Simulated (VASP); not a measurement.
Here is a VASP 6.6.1 calculation.

File INCAR:

```
SYSTEM = SbW
PREC = Accurate ; ENCUT = 520
EDIFF = 1E-7 ; ISMEAR = -1
SIGMA = 0.05 ; LREAL = .False.
LASPH = .True. ; NELM = 80
ALGO = Normal ; ISIF = 2
LWAVE = .False. ; LCHARG = .False.
GGA = PS ; NBANDS = 16
```

The input KPOINTS:

```
regular mesh
0
Gamma
  12 12 12
  0 0 0
```

POSCAR

```
SbW
1.0
    0.0000000000      2.7519540692      2.7519540692
    2.7519540692      0.0000000000      2.7519540692
    2.7519540692      2.7519540692      0.0000000000
W Sb
1 1
Direct
    0.0000000000      0.0000000000      0.0000000000
    0.2500000000      0.2500000000      0.2500000000
```

Potentials or basis: VASP PAW PBE potentials, release 64 (W_sv, Sb).

Launch:

```bash
$ cat potpaw_PBE.64/W_sv/POTCAR potpaw_PBE.64/Sb/POTCAR > POTCAR
$ mpirun -np 1 vasp_std > vasp.out
```

Task: Estimate the band gap on the k mesh.

Result: Zero (an odd number of electrons rules out a gap without spin polarisation).

Task: Estimate the pressure.

Result: 52.1 GPa.

Caveat: the cell stands under pressure; the PAW data sets were made with another functional, which shifts forces and pressure a little; spin-orbit coupling is left out, which moves the levels of the heavy elements.
